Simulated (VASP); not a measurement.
Write the native input for VASP 6.6.1 that does the following.

- Task: single point
- Functional: PBE
- Potentials or basis: VASP PAW PBE potentials, release 64 (Si, C)
- Cutoff: 520 eV
- k mesh: 12 × 12 × 2
- Occupations: gaussian, width 0.05 eV
- Spin: no spin polarisation
- Dipole correction: no
- Further INCAR settings: ALGO = Normal; EDIFF = 1e-07; NBANDS = 36

The structure of SiC lies in POSCAR:

```
SiC
1.0
    3.0175641559      0.0000000000      0.0000000000
   -1.5087820780      2.6132872166      0.0000000000
    0.0000000000      0.0000000000     14.8066590531
Si C
6 6
Direct
    0.0000000000      0.0000000000      0.1250405817
    0.0000000000      0.0000000000      0.6250393361
    0.3333333333      0.6666666667      0.2918410209
    0.6666666667      0.3333333333      0.7917935669
    0.3333333333      0.6666666667      0.9583303597
    0.6666666667      0.3333333333      0.4582887901
    0.0000000000      0.0000000000      0.9987138814
    0.0000000000      0.0000000000      0.5006630044
    0.3333333333      0.6666666667      0.1677389114
    0.6666666667      0.3333333333      0.6659201616
    0.3333333333      0.6666666667      0.8342543950
    0.6666666667      0.3333333333      0.3323759906
```

This cell differs from its parent crystal: atoms displaced along a vibrational mode, the cell strained.

These files were run (other wordings do the same):

INCAR

```
ALGO = Normal
EDIFF = 1E-7
ENCUT = 520
GGA = PE
ISIF = 2
ISMEAR = 0
LASPH = T
LCHARG = T
LELF = T
LREAL = F
LVHAR = T
LWAVE = F
NBANDS = 36
NELM = 60
PREC = Accurate
SIGMA = 0.05
```

KPOINTS

```
k-points
0
Gamma
  12 12 2
```

Potentials or basis: VASP PAW PBE potentials, release 64 (Si, C).

Run with:

```console
$ cat potpaw_PBE.64/Si/POTCAR potpaw_PBE.64/C/POTCAR > POTCAR
$ mpirun -np 1 vasp_std > vasp.out
```

Results of the run:

```
Pressure               : 18.7 GPa
Largest force          : 0.504 eV/Å
Band gap on the k mesh : 2.00 eV (least direct gap 3.12 eV)
```

Caveat: the cell differs from its parent crystal (atoms displaced along a vibrational mode, the cell strained); the cell stands under pressure.

Wall time 2.6 min on 1 thread of Intel(R) Xeon(R) Platinum 8259CL CPU @ 2.50GHz (Skylake/Cascade Lake), with other jobs on the host, peak memory 0.3 GiB.
